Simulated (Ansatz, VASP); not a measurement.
# AlN: VASP beside Ansatz

POSCAR

```
AlN
1.0
    3.1285881400      0.0000000000      0.0000000000
   -1.5642940700      2.7094368000      0.0000000000
    0.0000000000      0.0000000000      5.0169550000
Al N
2 2
Direct
    0.6666666700      0.3333333300      0.4992870000
    0.3333333300      0.6666666700      0.9992870000
    0.6666666700      0.3333333300      0.8807130000
    0.3333333300      0.6666666700      0.3807130000
```

INCAR.step1

```
SYSTEM = AlN
PREC = Accurate
ENCUT = 600
ISMEAR = 0
SIGMA = 0.02
LREAL = .False.
LASPH = .True.
NELM = 100
GGA = PE
ALGO = Normal
EDIFF = 1E-4
LWAVE = .True.
LCHARG = .False.
```

Contents of INCAR.step2:

```
SYSTEM = AlN
PREC = Accurate
ENCUT = 600
EDIFF = 1E-6
ISMEAR = 0
SIGMA = 0.02
LREAL = .False.
LASPH = .True.
NELM = 100
ALGO = Normal
ISIF = 3
LWAVE = .False.
LCHARG = .False.
METAGGA = R2SCAN
LMIXTAU = .True.
IBRION = 2
NSW = 100
EDIFFG = -0.002
ISTART = 1
```

The input KPOINTS:

```
Automatic mesh
0
Gamma
  9 9 4
  0 0 0
```

Input for Ansatz:

```yaml
crystal:
  lattice:
    - [3.12858814, 0.0, 0.0]
    - [-1.56429407, 2.7094368, 0.0]
    - [0.0, 0.0, 5.016955]
  atoms:
    - { symbol: Al, position: [0.66666667, 0.33333333, 0.499287] }
    - { symbol: Al, position: [0.33333333, 0.66666667, 0.999287] }
    - { symbol: "N", position: [0.66666667, 0.33333333, 0.880713] }
    - { symbol: "N", position: [0.33333333, 0.66666667, 0.380713] }
basis:
  ecutwfc: 500
kpoints:
  mp_grid: { grid: [9, 9, 4] }
hamiltonian:
  xc: r2scan
  pseudopotentials: { kind: paw, azcp: { folder: soft_1 } }
scf:
  occupations: { method: gaussian, width: 0.02 }
output:
  forces: true
  stress: true
  eigenvalues: true
  write_density: true
  write_potential: true
  elf: true
  volumetric_format: npy
relax:
  adjacent_minimum: "off"
  f_tol: 0.002
  max_steps: 80
  cell: { stress_tol: 0.02 }
```

Alike in both runs: task relaxation of cell and atoms; functional r2SCAN; k mesh 9 × 9 × 4; occupations gaussian, width 0.02 eV; no spin polarisation.

|  | VASP | Ansatz |
| --- | --- | --- |
| version | VASP 6.6.1 | Ansatz 0.2.0 |
| potentials or method | VASP PAW PBE potentials, release 64 (Al, N), cutoff 600 eV | scalar-relativistic, plane waves, PAW |
| valence electrons in the cell | 16 | 16 |

|  | VASP | Ansatz | Ansatz less VASP |
| --- | --- | --- | --- |
| gap on the k mesh at the Fermi level, each at its own relaxed structure (eV) | 4.93 | 4.87 | -0.060 |
| relaxed volume (Å³/atom) | 10.39 | 10.40 | +0.014 |
| relaxed cell length with the largest relative difference (Å) | 4.976 | 4.978 | +0.0024 |

VASP's potentials were made for PBE, not for r2SCAN.
